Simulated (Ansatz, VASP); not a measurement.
## Two plane-wave programs on Ga2O

```xyz
3
Lattice="4.2278 0.0000 0.0000 -2.1139 3.6614 0.0000 0.0000 0.0000 3.0888" Properties=species:S:1:pos:R:3 pbc="T T T"
Ga    2.1139    1.2205    1.5444
Ga    0.0000    2.4409    1.5444
O     0.0000    0.0000    0.0000
```

Change from the starting cell: species swapped into the GdGa2 type (P6/mmm, No. 191).

Alike in both runs: task single point; functional PBE; k mesh 6 × 6 × 6; occupations gaussian, width 0.1 eV; collinear spin.

|  | VASP | Ansatz |
| --- | --- | --- |
| version | VASP 6.6.1 | Ansatz 0.2.0 |
| potentials or method | VASP PAW PBE potentials, release 64 (Ga_d, O), cutoff 520 eV | scalar-relativistic, plane waves, PAW |
| valence electrons in the cell | 32 | 32 |

```csv
,VASP,Ansatz,Ansatz less VASP
gap on the k mesh at the Fermi level (eV),none,none,-
pressure (GPa),0.1,0.0,-0.07
"traceless stress, the component that is largest in VASP (GPa)",-0.15,-0.04,+0.113
net moment per atom (μB),0.00,0.00,0.000
```

A gap of «none» marks a metal or a gap that the smearing closes. Ansatz's warnings: seeded moment not kept.
